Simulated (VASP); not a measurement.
TiO2: single point with PBE

TiO2:

```
CELL_PARAMETERS angstrom
4.64330 0.00000 0.00000
0.00000 4.64330 0.00000
0.00000 0.00000 2.96408
ATOMIC_POSITIONS crystal
Ti 0.00000 0.00000 0.00000
Ti 0.50000 0.50000 0.50000
O 0.30513 0.30513 0.00000
O 0.19487 0.80513 0.50000
O 0.80513 0.19487 0.50000
O 0.69487 0.69487 0.00000
```

```json
{
 "Program": "VASP 6.6.1",
 "Task": "single point",
 "Functional": "PBE",
 "Potentials or basis": "VASP PAW PBE potentials, release 64 (Ti_sv, O)",
 "Cutoff": "520 eV",
 "k mesh": "4 × 4 × 8",
 "Occupations": "gaussian, width 0.01 eV",
 "Spin": "no spin polarisation",
 "Dipole correction": "no",
 "Further INCAR settings": "ALGO = Normal; EDIFF = 1e-06; NBANDS = 33"
}
```

| Property | Result |
| --- | --- |
| Pressure | 0.6 GPa |
| Largest force | 0.029 eV/Å |
| Band gap on the k mesh | 1.84 eV |

Forces on the atoms (eV/Å):
```
Ti   0.000  0.000  0.000
Ti   0.000  0.000  0.000
O   -0.020 -0.020  0.000
O    0.020 -0.020  0.000
O   -0.020  0.020  0.000
O    0.020  0.020  0.000
```

Stress tensor (GPa, compression positive):
```
0.51 0.00 0.00
0.00 0.51 0.00
0.00 0.00 0.82
```

Levels at points of the mesh, in eV from the valence-band top:
```
           k point  band 22  band 23  band 24  band 25  band 26  band 27
(0.00, 0.00, 0.00)    -0.43    -0.43     0.00     1.84     2.12     2.39
(0.50, 0.00, 0.00)    -1.55    -0.71    -0.71     2.48     2.48     2.95
(0.50, 0.50, 0.00)    -1.24    -1.04    -1.04     1.87     1.87     2.48
(0.00, 0.00, 0.50)    -2.23    -1.40    -1.40     2.88     2.88     3.14
(0.50, 0.00, 0.50)    -1.99    -0.98    -0.98     1.88     1.88     3.16
(0.50, 0.50, 0.50)    -1.21    -0.67    -0.67     2.53     2.53     3.15
```

Run time: 110 s on 1 thread of AMD EPYC 7R13, on a shared host, peak memory 0.17 GiB.

Caveat: the structure was generated, so it needn't be the stable form of TiO2. A k mesh can miss the band edges.
